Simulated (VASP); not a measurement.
# LiY3 (Fm-3m) in VASP: settings compared

The runs below take LiY3 through single point, with PBE, PBEsol.

All numbers are computed with VASP 6.6.1; they aren't measurements. Logs are shortened: lines on timing, memory, paths and dates and some standing lists are left out, and cuts for length are marked.

## 1. The cell of the first run

The structure is cubic, space group Fm-3m (No. 225). The conventional cell has a = 7.800 Å, b = 7.800 Å, c = 7.800 Å, α = 90.00°, β = 90.00°, γ = 90.00°. Within 4.4 Å of Y (site symmetry m-3m) lie 8 Y at 3.38 Å and 6 Li at 3.90 Å. Within 4.4 Å of Y (site symmetry -43m) lie 4 Li at 3.38 Å and 10 Y at 3.38 to 3.90 Å. Within 4.4 Å of Li (site symmetry m-3m) lie 14 Y at 3.38 to 3.90 Å.

## 2. Single point, PBE

INCAR reads:

```
PREC = Accurate ; ENCUT = 520
EDIFF = 1E-6 ; ISMEAR = -1
SIGMA = 0.05 ; LREAL = False
LASPH = True ; NELM = 60
ALGO = Normal ; ISIF = 2
LWAVE = False ; LCHARG = True
GGA = PE ; LELF = True
LVHAR = True ; NBANDS = 26
```

KPOINTS reads:

```
Automatic mesh
0
Gamma
  6 6 6
```

POSCAR reads:

```
LiY3
1.0
    0.0000000000      3.8998520000      3.8998520000
    3.8998520000      0.0000000000      3.8998520000
    3.8998520000      3.8998520000      0.0000000000
Y Li
3 1
Direct
    0.5000000000      0.5000000000      0.5000000000
    0.7500000000      0.7500000000      0.7500000000
    0.2500000000      0.2500000000      0.2500000000
    0.0000000000      0.0000000000      0.0000000000
```

Potentials or basis: VASP PAW PBE potentials, release 64 (Y_sv, Li_sv).

On the command line:

```bash
> cat potpaw_PBE.64/Y_sv/POTCAR potpaw_PBE.64/Li_sv/POTCAR > POTCAR
> mpirun -np 1 vasp_std > vasp.out
```

OUTCAR:

```text
PREC = Accurate
   ENCUT = 520
   EDIFF = 1E-6
   ISMEAR = -1
   LREAL = False
   LASPH = True
   NELM = 60
   ISIF = 2
   GGA = PE

 ion  position               nearest neighbor table
   1  0.500  0.500  0.500-   2 3.38   3 3.38   3 3.38   3 3.38   3 3.38   2 3.38   2 3.38   2 3.38

   2  0.750  0.750  0.750-   1 3.38   4 3.38   1 3.38   1 3.38   1 3.38   4 3.38   4 3.38   4 3.38
                             3 3.90   3 3.90   3 3.90   3 3.90   3 3.90   3 3.90
   3  0.250  0.250  0.250-   1 3.38   4 3.38   4 3.38   4 3.38   4 3.38   1 3.38   1 3.38   1 3.38
                             2 3.90   2 3.90   2 3.90   2 3.90   2 3.90   2 3.90
   4  0.000  0.000  0.000-   2 3.38   3 3.38   2 3.38   2 3.38   2 3.38   3 3.38   3 3.38   3 3.38

  LATTYP: Found a face centered cubic cell.
 ALAT       =     7.7997040000

  Lattice vectors:

 A1 = (   0.0000000000,   3.8998520000,   3.8998520000)
 A2 = (   3.8998520000,   0.0000000000,   3.8998520000)
 A3 = (   3.8998520000,   3.8998520000,   0.0000000000)

Analysis of symmetry for initial positions (statically):
=====================================================================
 Subroutine PRICEL returns:
 Original cell was already a primitive cell.

 Routine SETGRP: Setting up the symmetry group for a
 face centered cubic supercell.

 Subroutine GETGRP returns: Found 48 space group operations
 (whereof 48 operations were pure point group operations)
 out of a pool of 48 trial point group operations.

The static configuration has the point symmetry O_h .

Analysis of symmetry for dynamics (positions and initial velocities):
=====================================================================
 Subroutine PRICEL returns:
 Original cell was already a primitive cell.

 Routine SETGRP: Setting up the symmetry group for a
 face centered cubic supercell.

 Subroutine GETGRP returns: Found 48 space group operations
 (whereof 48 operations were pure point group operations)
 out of a pool of 48 trial point group operations.

The dynamic configuration has the point symmetry O_h .

 Subroutine INISYM returns: Found 48 space group operations
 (whereof 48 operations are pure point group operations),
 and found     1 'primitive' translations

----------------------------------------------------------------------------------------

                                     Primitive cell

  volume of cell :     118.6245

  direct lattice vectors                    reciprocal lattice vectors
     0.000000000  3.899852000  3.899852000    -0.128209994  0.128209994  0.128209994
     3.899852000  0.000000000  3.899852000     0.128209994 -0.128209994  0.128209994
     3.899852000  3.899852000  0.000000000     0.128209994  0.128209994 -0.128209994

  length of vectors
     5.515223590  5.515223590  5.515223590     0.222066223  0.222066223  0.222066223

  position of ions in fractional coordinates (direct lattice)
     0.500000000  0.500000000  0.500000000
     0.750000000  0.750000000  0.750000000
     0.250000000  0.250000000  0.250000000
     0.000000000  0.000000000  0.000000000

  ion indices of the primitive-cell ions
   primitive index   ion index
                 1           1
                 2           2
                 3           3
                 4           4

----------------------------------------------------------------------------------------

 KPOINTS: Automatic mesh

Automatic generation of k-mesh.
 Grid dimensions read from file:
 generate k-points for:    6    6    6

 Generating k-lattice:

  Cartesian coordinates                     Fractional coordinates (reciprocal lattice)
    -0.021368332  0.021368332  0.021368332     0.166666667  0.000000000  0.000000000
     0.021368332 -0.021368332  0.021368332     0.000000000  0.166666667  0.000000000
     0.021368332  0.021368332 -0.021368332     0.000000000  0.000000000  0.166666667

  Length of vectors
     0.037011037  0.037011037  0.037011037

  Shift w.r.t. Gamma in fractional coordinates (k-lattice)
     0.000000000  0.000000000  0.000000000

 Subroutine IBZKPT returns following result:
 ===========================================

 Found     16 irreducible k-points:

 Following reciprocal coordinates:
            Coordinates               Weight
  0.000000  0.000000  0.000000      1.000000
  0.166667  0.000000  0.000000      8.000000
  0.333333  0.000000  0.000000      8.000000
  0.500000  0.000000  0.000000      4.000000
  0.166667  0.166667  0.000000      6.000000
  0.333333  0.166667  0.000000     24.000000
[... 8 lines left out ...]
 -0.333333  0.333333  0.166667     24.000000
 -0.333333  0.500000  0.166667     12.000000
   k-points           NKPTS =     16   k-points in BZ     NKDIM =     16   number of bands    NBANDS=     26
   number of dos      NEDOS =    301   number of ions     NIONS =      4
   total plane-waves  NPLWV =  74088
   dimension x,y,z NGX =    42 NGY =   42 NGZ =   42
   dimension x,y,z NGXF=    84 NGYF=   84 NGZF=   84
   ions per type =               3   1
   NGX,Y,Z   is equivalent  to a cutoff of  12.66, 12.66, 12.66 a.u.
   NGXF,Y,Z  is equivalent  to a cutoff of  25.32, 25.32, 25.32 a.u.
 SYSTEM =  unknown system
   PREC   = accura    normal or accurate (medium, high low for compatibility)
   ISTART =      0    job   : 0-new  1-cont  2-samecut
   ICHARG =      2    charge: 1-file 2-atom 10-const
   ISPIN  =      1    spin polarized calculation?
   LNONCOLLINEAR =      F non collinear calculations
   LSORBIT =      F    spin-orbit coupling
   LASPH  =      T    aspherical Exc in radial PAW
   ENCUT  =  520.0 eV  38.22 Ry    6.18 a.u.  10.25 10.25 10.25*2*pi/ulx,y,z
   NELM   =     60;   NELMIN=  2; NELMDL= -5     # of ELM steps
   EDIFF  = 0.1E-05   stopping-criterion for ELM
   LREAL  =      F    real-space projection
   EDIFFG = 0.1E-04   stopping-criterion for IOM
   NSW    =      0    number of steps for IOM
   IBRION =     -1    ionic relax: 0-MD 1-quasi-New 2-CG
   NFREE  =      0    steps in history (QN), initial steepest desc. (CG)
   ISIF   =      2    stress and relaxation
   ISYM   =      2    0-nonsym 1-usesym 2-fastsym
   POTIM  = 0.5000    time-step for ionic-motion
   TEBEG  =    0.0;   TEEND  =   0.0 temperature during run
   PSTRESS=    0.0 pullay stress
   NELECT =      36.0000    total number of electrons
   NUPDOWN=      -1.0000    fix difference up-down
   EMIN   =  10.00;   EMAX   =-10.00  energy-range for DOS
   EFERMI =   0.00;   METHOD = LEGACY
   ISMEAR =    -1;   SIGMA  =   0.05  broadening in eV -4-tet -1-fermi 0-gaus
   EFERMI_NEDOS =   21; number of points for ismear=-14 and -15
   IALGO  =     38    algorithm
   IMIX   =      4    mixing-type and parameters
     AMIX     =   0.40;   BMIX     =  1.00
     AMIX_MAG =   1.60;   BMIX_MAG =  1.00
  volume/ion in A,a.u.               =      29.66       200.13
  Fermi-wavevector in a.u.,A,eV,Ry     =   1.100147  2.078977 16.467462  1.210324
  Thomas-Fermi vector in A             =   2.236554
   LORBIT       =      0    0 simple, 1 ext, 2 COOP (PROOUT), +10 PAW based schemes
   GGA     = PE    functional components
   LHFCALC =     F    Hartree Fock is set to
   AEXX    =    0.0000 exact exchange contribution
   IVDW    =     0    specifies the selected vdW correction
   LEPSILON=     F    determine dielectric tensor
   LRPA    =     F    only Hartree local field effects (RPA)
 non-spin polarized calculation
  energy-cutoff  :      520.00
  volume of cell :      118.62
 maximum number of plane-waves:      3250
 NGX is ok and might be reduce to    42
   NGX = 21   NGY = 21   NGZ = 21

 number of electron      36.0000009 magnetization

 Free energy of the ion-electron system (eV)
  ---------------------------------------------------
  ext. energy  EPLUGINS =         0.00000000
  ---------------------------------------------------
  free energy    TOTEN  =       -20.46852945 eV

  energy without entropy =      -20.43317603  energy(sigma->0) =      -20.45085274

 E-fermi :   2.6428     XC(G=0):  -9.0350

 val. band max:        2.6160836576   @ k =   0.1667   0.1667   0.0000
 cond. band min:       2.6798956491   @ k =   0.3333   0.1667   0.0000
 fundamental gap:      0.0638119915
 Fermi energy:         2.6427845209

 k-point     1 :       0.0000    0.0000    0.0000
  band No.  band energies     occupation
      1     -43.0250      2.00000
      2     -40.3500      2.00000
      3     -40.3086      2.00000
      4     -40.1389      2.00000
      5     -20.3969      2.00000
      6     -20.3969      2.00000
[... 18 lines left out ...]
     25       6.0672      0.00000
     26       6.6453      0.00000

 k-point     2 :       0.1667    0.0000    0.0000
  band No.  band energies     occupation
      1     -43.0251      2.00000
      2     -40.3453      2.00000
      3     -40.3101      2.00000
      4     -40.1423      2.00000
      5     -20.4369      2.00000
      6     -20.4243      2.00000
[... 18 lines left out ...]
     25       5.6295      0.00000
     26       6.5579      0.00000

 k-point     3 :       0.3333    0.0000    0.0000
  band No.  band energies     occupation
      1     -43.0250      2.00000
      2     -40.3341      2.00000
      3     -40.3142      2.00000
      4     -40.1495      2.00000
      5     -20.4560      2.00000
      6     -20.4560      2.00000
[... 18 lines left out ...]
     25       4.8513      0.00000
     26       6.5122      0.00000

 k-point     4 :       0.5000    0.0000    0.0000
  band No.  band energies     occupation
      1     -43.0250      2.00000
      2     -40.3251      2.00000
      3     -40.3194      2.00000
      4     -40.1534      2.00000
      5     -20.4681      2.00000
      6     -20.4681      2.00000
[... 18 lines left out ...]
     25       4.4509      0.00000
     26       6.4295      0.00000

 k-point     5 :       0.1667    0.1667    0.0000
  band No.  band energies     occupation
      1     -43.0251      2.00000
      2     -40.3438      2.00000
      3     -40.3104      2.00000
      4     -40.1434      2.00000
      5     -20.4583      2.00000
      6     -20.4583      2.00000
[... 18 lines left out ...]
     25       5.6931      0.00000
     26       6.1484      0.00000

 k-point     6 :       0.3333    0.1667    0.0000
  band No.  band energies     occupation
      1     -43.0251      2.00000
      2     -40.3350      2.00000
      3     -40.3132      2.00000
      4     -40.1496      2.00000
      5     -20.4880      2.00000
      6     -20.4814      2.00000
[... 195 lines left out ...]
 k-point    13 :       0.5000    0.5000    0.0000
  band No.  band energies     occupation
      1     -43.0251      2.00000
      2     -40.3231      2.00000
      3     -40.3157      2.00000
      4     -40.1592      2.00000
      5     -20.5477      2.00000
      6     -20.5477      2.00000
[... 18 lines left out ...]
     25       4.4762      0.00000
     26       6.0454      0.00000

 k-point    14 :       0.5000    0.3333    0.1667
  band No.  band energies     occupation
      1     -43.0250      2.00000
      2     -40.3273      2.00000
      3     -40.3158      2.00000
      4     -40.1549      2.00000
      5     -20.5204      2.00000
      6     -20.4798      2.00000
[... 18 lines left out ...]
     25       5.2267      0.00000
     26       5.6110      0.00000

 k-point    15 :      -0.3333    0.3333    0.1667
  band No.  band energies     occupation
      1     -43.0250      2.00000
      2     -40.3209      2.00000
      3     -40.3194      2.00000
      4     -40.1577      2.00000
      5     -20.5336      2.00000
      6     -20.4504      2.00000
[... 18 lines left out ...]
     25       4.9327      0.00000
     26       5.9839      0.00000

 k-point    16 :      -0.3333    0.5000    0.1667
  band No.  band energies     occupation
      1     -43.0250      2.00000
      2     -40.3212      2.00000
      3     -40.3176      2.00000
      4     -40.1592      2.00000
      5     -20.5514      2.00000
      6     -20.4949      2.00000
[... 18 lines left out ...]
     25       5.4590      0.00000
     26       5.4743      0.00000

------------------------ aborting loop because EDIFF is reached ----------------------------------------

  FORCE on cell =-STRESS in cart. coord.  units (eV):
  Direction    XX          YY          ZZ          XY          YZ          ZX
  --------------------------------------------------------------------------------------
  -------------------------------------------------------------------------------------
  Total       -0.0774674     -0.0774674     -0.0774674     -0.0000000     -0.0000000      0.0000000
  in kB       -1.0462973     -1.0462973     -1.0462973     -0.0000000     -0.0000000      0.0000000
  external PRESSURE =      -1.0462973 kB  Pullay stress =       0.0000000 kB

 VOLUME and BASIS-vectors are now :
 -----------------------------------------------------------------------------
  energy-cutoff  :      520.00
  volume of cell :      118.62
      direct lattice vectors                 reciprocal lattice vectors
     0.000000000  3.899852000  3.899852000    -0.128209994  0.128209994  0.128209994
     3.899852000  0.000000000  3.899852000     0.128209994 -0.128209994  0.128209994
     3.899852000  3.899852000  0.000000000     0.128209994  0.128209994 -0.128209994

 POSITION                                       TOTAL-FORCE (eV/Angst)
 -----------------------------------------------------------------------------------
      3.89985      3.89985      3.89985        -0.000000     -0.000000     -0.000000
      5.84978      5.84978      5.84978        -0.000000     -0.000000     -0.000000
      1.94993      1.94993      1.94993         0.000000      0.000000      0.000000
      0.00000      0.00000      0.00000        -0.000000     -0.000000     -0.000000
 -----------------------------------------------------------------------------------
    total drift:                               -0.000000     -0.000000      0.000000

  FREE ENERGIE OF THE ION-ELECTRON SYSTEM (eV)
  ---------------------------------------------------
  free  energy   TOTEN  =       -20.4685294464 eV

  energy  without entropy=      -20.4331760349  energy(sigma->0) =      -20.45085274
```

It took 46 s on 1 thread of Intel Xeon 6975P-C (Granite Rapids), shared host; peak memory 0.28 GiB.

Results:

* Free energy: -20.4685 eV
* Band gap on the k mesh: zero (band 18 reaches 3.04 eV, above the bottom of band 19 at 2.22 eV)

Caveat: the cutoff is under 1.25 times the usual one of these potentials, so pressure, stress and relaxed cells hold a basis-set (Pulay) error.

## 3. Single point, PBEsol

INCAR reads:

```
SYSTEM = LiY3
PREC = Accurate
ENCUT = 520
EDIFF = 1E-6
ISMEAR = -1
SIGMA = 0.05
LREAL = .False.
LASPH = .True.
NELM = 100
ALGO = Normal
ISIF = 2
LWAVE = .False.
LCHARG = .True.
GGA = PS
LELF = .True.
LVHAR = .True.
NBANDS = 26
```

KPOINTS reads:

```
regular mesh
0
Gamma
  5 5 5
  0 0 0
```

POSCAR is that of step 2.

Potentials or basis: VASP PAW PBE potentials, release 64 (Y_sv, Li_sv).

On the command line:

```bash
> cat potpaw_PBE.64/Y_sv/POTCAR potpaw_PBE.64/Li_sv/POTCAR > POTCAR
> mpirun -np 1 vasp_std > vasp.out
```

It took 37 s on 1 thread of Intel Xeon Platinum 8488C (Sapphire Rapids), shared host; peak memory 0.27 GiB.

Results (log left out):

```
Free energy            : -21.6460 eV
Band gap on the k mesh : zero (band 18 reaches 2.68 eV, above the bottom of band 19 at 2.12 eV)
```

Levels at points of the mesh, in eV from the Fermi level:
```
           k point  band 14  band 15  band 16  band 17  band 18  band 19  band 20  band 21  band 22  band 23
(0.00, 0.00, 0.00)    -4.54    -0.89    -0.89    -0.39    -0.39    -0.39     0.53     0.53     0.53     3.45
```

Caveat: the cutoff is under 1.25 times the usual one of these potentials, so pressure, stress and relaxed cells hold a basis-set (Pulay) error; the PAW data sets were made with another functional, which shifts forces and pressure a little.

## 4. Single point, PBEsol

INCAR reads:

```
SYSTEM = LiY3
PREC = Accurate ; ENCUT = 520
EDIFF = 1E-7 ; ISMEAR = -1
SIGMA = 0.025 ; LREAL = .False.
LASPH = .True. ; NELM = 100
ALGO = Normal ; ISIF = 2
LWAVE = .False. ; LCHARG = .False.
GGA = PS ; NBANDS = 26
```

KPOINTS is that of step 3.

POSCAR is that of step 3.

On the command line:

```bash
> cat potpaw_PBE.64/Y_sv/POTCAR potpaw_PBE.64/Li_sv/POTCAR > POTCAR
> mpirun -np 1 vasp_std > vasp.out
```

Wall time 39 s (1 thread of Intel Xeon Platinum 8488C (Sapphire Rapids), shared host); peak memory 0.26 GiB.

It converged, with:

* Free energy: -21.6372 eV
* Band gap on the k mesh: zero (band 18 reaches 2.68 eV, above the bottom of band 19 at 2.12 eV)

Levels at points of the mesh, in eV from the Fermi level:
```tsv
k point	band 16	band 17	band 18	band 19	band 20	band 21
(0.00, 0.00, 0.00)	-0.86	-0.36	-0.36	-0.36	0.56	0.56
```

Caveat: the cutoff is under 1.25 times the usual one of these potentials, so pressure, stress and relaxed cells hold a basis-set (Pulay) error; the PAW data sets were made with another functional, which shifts forces and pressure a little.

## 5. Single point, PBEsol

INCAR reads:

```
SYSTEM = LiY3
PREC     = Accurate       ! precision mode
ENCUT    = 520            ! plane-wave cutoff, eV
EDIFF    = 1E-6           ! SCF threshold, eV
ISMEAR   = -1             ! smearing method
SIGMA    = 0.01           ! smearing width, eV
LREAL    = .FALSE.        ! projectors in reciprocal space
LASPH    = .TRUE.         ! aspherical terms in the spheres
NELM     = 60             ! most SCF steps
ALGO     = Normal         ! electronic algorithm
ISIF     = 2              ! what is computed and relaxed
LWAVE    = .FALSE.        ! write WAVECAR
LCHARG   = .FALSE.        ! write CHGCAR
GGA      = PS             ! functional
NBANDS   = 26             ! bands
```

KPOINTS reads:

```
Automatic mesh
0
G
  5 5 5
  0 0 0
```

POSCAR is that of step 4.

On the command line:

```bash
> cat potpaw_PBE.64/Y_sv/POTCAR potpaw_PBE.64/Li_sv/POTCAR > POTCAR
> mpirun -np 1 vasp_std > vasp.out
```

Wall time 29 s (1 thread of Intel Xeon Platinum 8488C (Sapphire Rapids), shared host); peak memory 0.26 GiB.

The run converged. Its results:

```yaml
Free_energy: -21.6345 eV
Band_gap_on_the_k_mesh: zero (band 18 reaches 2.68 eV, above the bottom of band 19 at 2.12 eV)
```

Levels at points of the mesh, in eV from the Fermi level:
```csv
k point,band 14,band 15,band 16,band 17,band 18,band 19,band 20,band 21,band 22,band 23
"(0.00, 0.00, 0.00)",-4.46,-0.81,-0.81,-0.32,-0.32,-0.32,0.60,0.60,0.60,3.52
```

Caveat: the cutoff is under 1.25 times the usual one of these potentials, so pressure, stress and relaxed cells hold a basis-set (Pulay) error; the PAW data sets were made with another functional, which shifts forces and pressure a little.

(Continued in part 2 of 2.)
